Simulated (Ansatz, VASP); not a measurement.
**Ge in VASP and in Ansatz**

```
CELL_PARAMETERS angstrom
2.99355 -3.19249 0.00000
2.99355 3.19249 0.00000
0.00000 0.00000 9.61177
ATOMIC_POSITIONS crystal
Ge 0.76504 0.65353 0.87291
Ge 0.34647 0.23496 0.12709
Ge 0.84647 0.73496 0.37291
Ge 0.26504 0.15353 0.62709
Ge 0.15353 0.26504 0.37291
Ge 0.73496 0.84647 0.62709
Ge 0.23496 0.34647 0.87291
Ge 0.65353 0.76504 0.12709
```

Alike in both runs: functional PBE; k mesh 4 × 4 × 2; occupations gaussian, width 0.1 eV; no spin polarisation.

Ansatz relaxed the structure, and its values are those at the end. VASP's run is a single point on that final structure, the one shown.

|  | VASP | Ansatz |
| --- | --- | --- |
| version | VASP 6.6.1 | Ansatz 0.2.0 |
| potentials or method | VASP PAW PBE potentials, release 64 (Ge_d), cutoff 500 eV | scalar-relativistic, plane waves, PAW |
| valence electrons in the cell | 112 | 112 |

Ansatz gave:

| Item | Value |
| --- | --- |
| gap on the k mesh at the Fermi level (eV) | none |
| pressure (GPa) | 0.0 |
| rms of the force components (eV/Å) | 0.024 |

What did VASP give for the same quantities?

gap on the k mesh at the Fermi level (eV): none; pressure (GPa): -0.1; rms of the force components (eV/Å): 0.024.

A gap of «none» marks a metal or a gap that the smearing closes.
